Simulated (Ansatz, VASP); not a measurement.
# CsSnI3 in VASP and in Ansatz

```
CELL_PARAMETERS angstrom
6.24149 0.00000 0.00000
0.00000 6.24149 0.00000
0.00000 0.00000 6.24149
ATOMIC_POSITIONS crystal
Cs 0.00000 0.00000 0.00000
Sn 0.50000 0.50000 0.50000
I 0.50000 0.50000 0.00000
I 0.50000 0.00000 0.50000
I 0.00000 0.50000 0.50000
```

Alike in both runs: task single point; functional LDA; k mesh 4 × 4 × 4; no spin polarisation.

```csv
,VASP,Ansatz
version,VASP 6.6.1,Ansatz 0.2.0
potentials or method,"VASP PAW LDA potentials, release 64 (Cs_sv, Sn_d, I)","plane waves, PAW"
plane-wave cutoff (eV),520,420
occupations,"gaussian, width 0.01 eV",fixed
valence electrons in the cell,44,74
```

|  | VASP | Ansatz | Ansatz less VASP |
| --- | --- | --- | --- |
| gap on the k mesh at the Fermi level (eV) | 0.33 | 0.36 | +0.025 |
| pressure (GPa) | -1.5 | -1.5 | -0.02 |

LDA's correlation is that of Perdew and Zunger in VASP and of Perdew and Wang (1992) in Ansatz. VASP's potentials hold 44 valence electrons a cell and Ansatz's 74, so a difference there can come from the potentials and not from the codes.

Spin-orbit coupling is off throughout.
